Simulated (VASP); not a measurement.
The system is GePt.

```
Ge Pt
1.0
     4.57622    0.00000    0.00000
     0.00000    3.02838    0.00000
     0.00000    0.00000    4.67236
Ge Pt
2 2
Direct
  0.75000 0.00000 0.68700
  0.25000 0.00000 0.31300
  0.75000 0.50000 0.18800
  0.25000 0.50000 0.81200
```

* Program: VASP 6.6.1
* Task: relaxation of cell and atoms
* Functional: PBE
* Potentials or basis: VASP PAW PBE potentials, release 64 (Ge_d, Pt)
* Cutoff: 600 eV
* k mesh: 4 × 6 × 4
* Occupations: gaussian, width 0.1 eV
* Spin: no spin polarisation

At the start: pressure 0.9 GPa; volume 16.19 Å³/atom.

How do energy, volume and symmetry change on relaxing?

Over 11 steps the energy falls by 30.5 meV/atom and the volume is 16.33 Å³/atom (+0.9 %); space group Pmma (No. 51, to 0.05 Å).

The path:
| step | energy change (eV) | largest force (eV/Å) | pressure (GPa) | volume (Å³) |
| --- | --- | --- | --- | --- |
| 1 | 0.0000 | 0.6351 | 0.95 | 64.75 |
| 2 | -0.0708 | 0.4245 | -1.44 | 65.63 |
| 3 | -0.0948 | 0.2462 | -3.08 | 66.42 |
| 4 | -0.1003 | 0.0748 | 2.98 | 63.94 |
| 5 | -0.1145 | 0.1119 | 0.06 | 65.05 |
| 6 | -0.1167 | 0.0898 | 0.11 | 65.03 |
| 7 | -0.1202 | 0.0657 | 0.47 | 64.97 |
| 8 | -0.1204 | 0.0734 | 0.60 | 64.96 |
| 9 | -0.1214 | 0.0446 | -0.43 | 65.41 |
| 10 | -0.1214 | 0.0496 | -0.24 | 65.33 |
| 11 | -0.1220 | 0.0383 | -0.16 | 65.31 |

Final structure:
```
Ge Pt
1.0
     4.67858    0.00000    0.00000
     0.00000    2.92828    0.00000
     0.00000    0.00000    4.76737
Ge Pt
2 2
Direct
  0.75000 0.00000 0.71085
  0.25000 0.00000 0.28915
  0.75000 0.50000 0.19298
  0.25000 0.50000 0.80702
```
